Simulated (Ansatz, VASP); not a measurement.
# Two plane-wave programs on Si7Mo

INCAR

```
SYSTEM = Si7Mo
PREC = Accurate ; ENCUT = 600
EDIFF = 1E-7 ; ISMEAR = 0
SIGMA = 0.1 ; LREAL = .FALSE.
LASPH = .TRUE. ; NELM = 80
ALGO = Normal ; ISIF = 3
LWAVE = .FALSE. ; LCHARG = .FALSE.
GGA = PE ; IBRION = 2
NSW = 80 ; EDIFFG = -0.001
```

File KPOINTS:

```
regular mesh
0
G
  10 10 4
  0 0 0
```

Contents of POSCAR:

```
Si7Mo
1.0
    3.2838409389      0.0000000000      0.0000000000
    0.0000000000      3.2838409389      0.0000000000
    0.0000000000      0.0000000000     10.5602240562
Si Mo
7 1
Direct
    0.0000000000      0.0000000000      0.2504559315
    0.5000000000      0.5000000000      0.3581157459
    0.0000000000      0.0000000000      0.7495440685
    0.5000000000      0.5000000000      0.6418842541
    0.5000000000      0.5000000000      0.8794960167
    0.5000000000      0.5000000000      0.1205039833
    0.0000000000      0.0000000000      0.5000000000
    0.0000000000      0.0000000000      0.0000000000
```

Input for Ansatz:

```yaml
crystal:
  lattice:
    - [3.2838409389, 0.0, 0.0]
    - [0.0, 3.2838409389, 0.0]
    - [0.0, 0.0, 10.5602240562]
  atoms:
    - { symbol: Si, position: [0.0, 0.0, 0.2504559315] }
    - { symbol: Si, position: [0.5, 0.5, 0.3581157459] }
    - { symbol: Si, position: [0.0, 0.0, 0.7495440685] }
    - { symbol: Si, position: [0.5, 0.5, 0.6418842541] }
    - { symbol: Si, position: [0.5, 0.5, 0.8794960167] }
    - { symbol: Si, position: [0.5, 0.5, 0.1205039833] }
    - { symbol: Si, position: [0.0, 0.0, 0.5] }
    - { symbol: Mo, position: [0.0, 0.0, 0.0] }
basis:
  ecutwfc: 420
kpoints:
  mp_grid: { grid: [10, 10, 4] }
hamiltonian:
  xc: pbe
scf:
  occupations: { method: gaussian, width: 0.1 }
output:
  forces: true
  stress: true
  eigenvalues: true
  write_density: true
  write_potential: true
  elf: true
  volumetric_format: npy
relax:
  adjacent_minimum: "off"
  f_tol: 0.001
  max_steps: 60
  cell: { stress_tol: 0.01 }
```

Alike in both runs: task relaxation of cell and atoms; functional PBE; k mesh 10 × 10 × 4; occupations gaussian, width 0.1 eV; no spin polarisation.

|  | VASP | Ansatz |
| --- | --- | --- |
| version | VASP 6.6.1 | Ansatz 0.2.0 |
| potentials or method | VASP PAW PBE potentials, release 64 (Si, Mo_sv), cutoff 600 eV | scalar-relativistic, plane waves, PAW |
| valence electrons in the cell | 42 | 42 |

VASP gave:

```
gap on the k mesh at the Fermi level, each at its own relaxed structure (eV) : none
relaxed volume (Å³/atom)                                                     : 14.23
relaxed length of the cell vector where the two differ most in proportion (Å)              : 10.559
```

Estimate Ansatz's values.

gap on the k mesh at the Fermi level, each at its own relaxed structure (eV): none; relaxed volume (Å³/atom): 14.23; relaxed length of the cell vector where the two differ most in proportion (Å): 10.560.

A gap of «none» marks a metal or a gap that the smearing closes.
